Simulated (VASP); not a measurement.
MnS: single point with PBE

MnS:

```
Mn S
1.0
     0.00000    2.55699    2.55699
     2.55699    0.00000    2.55699
     2.55699    2.55699    0.00000
Mn S
1 1
Direct
  0.00000 0.00000 0.00000
  0.50000 0.50000 0.50000
```

- Program: VASP 6.6.1
- Task: single point
- Functional: PBE
- Potentials or basis: VASP PAW PBE potentials, release 64 (Mn_pv, S)
- Cutoff: 520 eV
- k mesh: 9 × 9 × 9
- Occupations: fermi-dirac, width 0.05 eV
- Spin: collinear spin, ferromagnetic start
- Starting moments: [4.0, 0.0] μB
- Dipole correction: no
- Further INCAR settings: ALGO = Normal; EDIFF = 1e-06; NBANDS = 20

```
Pressure                                              : 0.0 GPa
Net moment                                            : 4.57 μB per cell
Site moments                                          : Mn +4.15; S +0.10 μB
Valence electrons inside the program's atomic spheres : Mn 11.36; S 3.74
```

Levels at points of the mesh, in eV from the Fermi level:
Spin up:
| k point | band 8 | band 9 | band 10 | band 11 | band 12 | band 13 | band 14 | band 15 | band 16 | band 17 |
| --- | --- | --- | --- | --- | --- | --- | --- | --- | --- | --- |
| (0.00, 0.00, 0.00) | -3.32 | -3.32 | -1.97 | -1.97 | -1.97 | 2.11 | 8.69 | 8.69 | 8.69 | 10.67 |
Spin down:
```tsv
k point	band 4	band 5	band 6	band 7	band 8	band 9	band 10	band 11
(0.00, 0.00, 0.00)	-14.71	-1.76	-1.76	-1.76	0.13	0.13	0.13	0.20
```

Wall time 43 s on 1 thread of Intel(R) Xeon(R) Platinum 8259CL CPU @ 2.50GHz (Skylake/Cascade Lake), with other jobs on the host, peak memory 0.18 GiB.

Caveat: a cell with one magnetic atom can't hold antiferromagnetic order, which such compounds often take; semilocal functionals often make such compounds metallic where correlation or magnetic order opens a gap, which also shifts bond lengths. With open d or f shells a metallic result of PBE can be an artefact of self-interaction; +U or a hybrid may open a gap.
